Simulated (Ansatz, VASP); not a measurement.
**Two plane-wave programs on Ba**

The input INCAR:

```
ALGO = Normal ; EDIFF = 1E-6
ENCUT = 520 ; GGA = PS
ISIF = 2 ; ISMEAR = -1
LASPH = T ; LCHARG = T
LELF = T ; LREAL = F
LVHAR = T ; LWAVE = F
NBANDS = 17 ; NELM = 60
PREC = Accurate ; SIGMA = 0.08
```

File KPOINTS:

```
k-points
0
Gamma
  10 10 6
```

The input POSCAR:

```
Ba
1.0
    4.0672752982      0.0000000000      0.0000000000
   -2.0336376491      3.5223637324      0.0000000000
    0.0000000000      0.0000000000      6.4851614729
Ba
2
Direct
    0.3333333333      0.6666666667      0.2500000000
    0.6666666667      0.3333333333      0.7500000000
```

Input for Ansatz:

```yaml
crystal:
  lattice:
    - [4.0672752982, 0.0, 0.0]
    - [-2.0336376491, 3.5223637324, 0.0]
    - [0.0, 0.0, 6.4851614729]
  atoms:
    - { symbol: Ba, position: [0.3333333333, 0.6666666667, 0.25] }
    - { symbol: Ba, position: [0.6666666667, 0.3333333333, 0.75] }
kpoints:
  mp_grid: { grid: [10, 10, 6] }
scf:
  occupations: { method: fermi_dirac, width: 0.08 }
hamiltonian:
  xc: pbesol
  pseudopotentials: { kind: paw }
output:
  forces: true
  stress: true
  eigenvalues: true
  populations: true
```

Change from the starting cell: volume scaled by 0.8, PAW files.

Alike in both runs: task single point; functional PBEsol; k mesh 10 × 10 × 6; occupations fermi-dirac, width 0.08 eV; no spin polarisation.

|  | VASP | Ansatz |
| --- | --- | --- |
| version | VASP 6.6.1 | Ansatz 0.2.0 |
| potentials or method | VASP PAW PBE potentials, release 64 (Ba_sv) | PAW with Ansatz's default frozen-core files, scalar-relativistic |
| plane-wave cutoff (eV) | 520 | 420 |
| valence electrons in the cell | 20 | 20 |

```csv
,VASP,Ansatz,Ansatz less VASP
pressure (GPa),2.6,2.4,-0.27
```

VASP's potentials were made for PBE, not for PBEsol.

Neither program's run includes spin-orbit coupling.
